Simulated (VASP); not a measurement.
ZrS: single point with PBEsol

The system is ZrS.

```xyz
2
Lattice="0.0000 2.7037 2.6250 2.5463 0.0000 2.6250 2.5463 2.7037 0.0000" Properties=species:S:1:pos:R:3 pbc="T T T"
Zr    0.0000    0.0000    0.0000
S     2.5463    2.7037    2.6250
```

This cell differs from its parent crystal: strain -0.0300 x Voigt [1, -1, 0, 0, 0, 0].

* Program: VASP 6.6.1
* Task: single point
* Functional: PBEsol
* Potentials or basis: VASP PAW PBE potentials, release 64 (Zr_sv, S)
* Cutoff: 520 eV
* k mesh: 16 × 16 × 16
* Occupations: gaussian, width 0.15 eV
* Spin: no spin polarisation

```json
{
 "Pressure": "-5.2 GPa",
 "Band gap on the k mesh": "zero (bands 9 and 10 overlap by 2.74 eV)"
}
```

Stress tensor (GPa, compression positive):
```
  2.81   0.00   0.00
  0.00 -11.82   0.00
  0.00   0.00  -6.45
```

Levels at points of the mesh, in eV from the Fermi level:
| k point | band 7 | band 8 | band 9 | band 10 | band 11 | band 12 |
| --- | --- | --- | --- | --- | --- | --- |
| (0.00, 0.00, 0.00) | -3.51 | -3.41 | -1.65 | -1.34 | -1.03 | -0.85 |
| (0.50, 0.00, 0.00) | -5.99 | -5.95 | 1.39 | 1.59 | 1.84 | 1.87 |
| (0.50, 0.50, 0.00) | -4.44 | -4.41 | -3.43 | 0.47 | 2.16 | 2.56 |
| (0.50, 0.00, 0.50) | -4.32 | -4.28 | -3.47 | 0.37 | 2.31 | 2.46 |
| (0.00, 0.50, 0.50) | -4.58 | -4.57 | -3.43 | 0.66 | 2.21 | 2.46 |

It took 8.7 min on 1 thread of Intel Xeon 8259CL (shared host), peak memory 0.45 GiB.

Caveat: the cell differs from its parent crystal (strain -0.0300 x Voigt [1, -1, 0, 0, 0, 0]); the cell stands under tension; the PAW data sets were made with another functional, which shifts forces and pressure a little.
